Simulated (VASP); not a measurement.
FeO, 2 atoms in the cell. The structure is cubic, space group F-43m (No. 216). The conventional cell has a = 4.747 Å, b = 4.747 Å, c = 4.747 Å, α = 90.00°, β = 90.00°, γ = 90.00°. Within 2.7 Å of Fe (site symmetry -43m) lie 4 O at 2.06 Å. O (site symmetry -43m) has 4 Fe at 2.06 Å within 2.7 Å. 

```yaml
Program: VASP 6.6.1
Task: single point
Functional: PBE
Potentials_or_basis: VASP PAW PBE potentials, release 64 (Fe, O)
Cutoff: 520 eV
k_mesh: 10 × 10 × 10
Occupations: gaussian, width 0.05 eV
Spin: collinear spin, ferromagnetic start
Starting_moments: "[3.69, 0.16] μB"
Hubbard_terms: Fe d U = 4.0 eV
Dipole_correction: no
Further_INCAR_settings: ALGO = Normal; EDIFF = 1e-06; NBANDS = 18
```

Potentials or basis: VASP PAW PBE potentials, release 64 (Fe, O).

Launch:

```bash
$ cat potpaw_PBE.64/Fe/POTCAR potpaw_PBE.64/O/POTCAR > POTCAR
$ mpirun -np 1 vasp_std > vasp.out
```

Hardware: 1 thread of AMD EPYC 9R45 96-Core Processor (Zen 5) (shared host).

Task: How long does it take, and how much memory?

Result: It took 33 s on 1 thread of AMD EPYC 9R45 96-Core Processor (Zen 5), with other jobs on the host, peak memory 0.16 GiB. Counts: scf iterations 15, k points 47.
